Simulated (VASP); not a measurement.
Write the native input for VASP 6.6.1 that does the following.

```
Task                   : single point
Functional             : PBE
Potentials or basis    : VASP PAW PBE potentials, release 64 (Te)
Cutoff                 : 520 eV
k mesh                 : 6 × 6 × 4
Occupations            : gaussian, width 0.1 eV
Spin                   : no spin polarisation
Dipole correction      : no
Further INCAR settings : ALGO = Normal; EDIFF = 1e-06; NBANDS = 16
```

The structure of Te lies in POSCAR:

```
Te
1.0
    4.9698460770      0.0000000000      0.0000000000
   -2.4849230385      4.3040129556      0.0000000000
    0.0000000000      0.0000000000      5.5386106213
Te
3
Direct
    0.2185979062      0.0000000000      0.3333333333
    0.0000000000      0.2185979062      0.6666666667
    0.7814020938      0.7814020938      0.0000000000
```

One way to write it, as run:

INCAR

```
ALGO = Normal ; EDIFF = 1E-6
ENCUT = 520 ; GGA = PE
ISIF = 2 ; ISMEAR = 0
LASPH = True ; LCHARG = False
LREAL = False ; LWAVE = False
NBANDS = 16 ; NELM = 80
PREC = Accurate ; SIGMA = 0.1
```

KPOINTS

```
k-points
0
Gamma
  6 6 4
```

Potentials or basis: VASP PAW PBE potentials, release 64 (Te).

The run is started by

```sh
$ cat potpaw_PBE.64/Te/POTCAR > POTCAR
$ mpirun -np 1 vasp_std > vasp.out
```

Results of the run:

```
Pressure               : 6.1 GPa
Largest force          : 2.051 eV/Å
Band gap on the k mesh : 0.93 eV, indirect (least direct gap 1.18 eV)
```

Caveat: spin-orbit coupling is left out, which moves the levels of the heavy elements; forces of over 1 eV/Å act on the atoms, so gaps and moduli don't describe the material at rest.

Wall time 42 s on 1 thread of AMD EPYC 7R43 64-Core Processor (Zen 3), on a shared host, peak memory 0.21 GiB.
